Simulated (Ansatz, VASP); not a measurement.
One calculation of Ta3Mo, two programs

```
Ta Mo
1.0
    -1.93387    1.93387    4.79087
     1.93387   -1.93387    4.79087
     1.93387    1.93387   -4.79087
Ta Mo
3 1
Direct
  0.50000 0.50000 0.00000
  0.25000 0.75000 0.50000
  0.75000 0.25000 0.50000
  0.00000 0.00000 0.00000
```

Alike in both runs: functional PBE; k mesh 16 × 16 × 16; occupations gaussian, width 0.1 eV; no spin polarisation.

Ansatz relaxed the structure, and its values are those at the end. VASP's run is a single point on that final structure, the one shown.

|  | VASP | Ansatz |
| --- | --- | --- |
| version | VASP 6.6.1 | Ansatz 0.2.0 |
| potentials or method | VASP PAW PBE potentials, release 64 (Ta_pv, Mo_sv), cutoff 520 eV | scalar-relativistic, plane waves, PAW |
| valence electrons in the cell | 47 | 53 |

|  | VASP | Ansatz | Ansatz less VASP |
| --- | --- | --- | --- |
| gap on the k mesh at the Fermi level (eV) | none | none | - |
| pressure (GPa) | 0.2 | 0.0 | -0.19 |

A gap of «none» marks a metal or a gap that the smearing closes. VASP's potentials hold 47 valence electrons a cell and Ansatz's 53, so a difference there can come from the potentials and not from the codes.

Neither program's run includes spin-orbit coupling.
